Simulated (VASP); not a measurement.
Here is a VASP 6.6.1 calculation.

Contents of INCAR:

```
  ALGO = Fast
  EDIFF = 1E-6
  ENCUT = 520
  GGA = PE
  ISIF = 2
  ISMEAR = 0
  LASPH = True
  LCHARG = True
  LELF = True
  LREAL = False
  LVHAR = True
  LWAVE = False
  NBANDS = 11
  NELM = 80
  PREC = Accurate
  SIGMA = 0.15
```

Contents of KPOINTS:

```
k-points
0
Gamma
  14 14 14
```

POSCAR

```
Ba
1.0
   -0.7005642813      2.9230440704      2.9230440704
    2.9230440704     -0.7005642813      2.9230440704
    2.9230440704      2.9230440704     -0.7005642813
Ba
1
Direct
    0.0000000000      0.0000000000      0.0000000000
```

Potentials or basis: VASP PAW PBE potentials, release 64 (Ba_sv).

The run is started by

```console
$ cat potpaw_PBE.64/Ba_sv/POTCAR > POTCAR
$ mpirun -np 1 vasp_std > vasp.out
```

Problem. Predict the pressure.

Solution. -0.3 GPa.

Problem. Estimate the band gap on the k mesh.

Solution. Zero (bands 5 and 6 overlap by 0.10 eV).

Stress tensor (GPa, compression positive):
```
-0.31  0.75  0.75
 0.75 -0.31  0.75
 0.75  0.75 -0.31
```

Caveat: spin-orbit coupling is left out, which moves the levels of the heavy elements.
